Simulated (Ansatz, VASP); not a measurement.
# Al2O3: VASP beside Ansatz

```
Al O
1.0
     2.82544    0.00000    0.00000
    -1.41272    2.44691    0.00000
     0.00000    0.00000    9.14615
Al O
2 3
Direct
  0.00000 0.00000 0.85001
  0.00000 0.00000 0.14999
  0.33333 0.66667 0.77768
  0.66667 0.33333 0.00000
  0.33333 0.66667 0.22232
```

Change from the starting cell: volume scaled by 0.94.

Alike in both runs: task single point; functional PBEsol; k mesh 11 × 11 × 3; occupations fermi-dirac, width 0.05 eV; no spin polarisation.

|  | VASP | Ansatz |
| --- | --- | --- |
| version | VASP 6.6.1 | Ansatz 0.2.0 |
| potentials or method | VASP PAW PBE potentials, release 64 (Al, O), cutoff 520 eV | all-electron LAPW, scalar-relativistic |

Ansatz gave:

| Property | Result |
| --- | --- |
| gap on the k mesh at the Fermi level (eV) | 5.32 |
| least direct gap on the mesh (eV) | 5.60 |
| pressure (GPa) | 6.6 |
| traceless stress, the component that is largest in VASP (GPa) | -2.38 |
| rms of the force components (eV/Å) | 0.278 |

Task: Which values does VASP return?

Result: gap on the k mesh at the Fermi level (eV): 5.29; least direct gap on the mesh (eV): 5.57; pressure (GPa): 6.9; traceless stress, the component that is largest in VASP (GPa): -2.74; rms of the force components (eV/Å): 0.259.

VASP's potentials were made for PBE, not for PBEsol. Atom by atom the forces differ by 0.024 eV/Å (rms over components). Ansatz ran all-electron here, and VASP with PAW potentials.
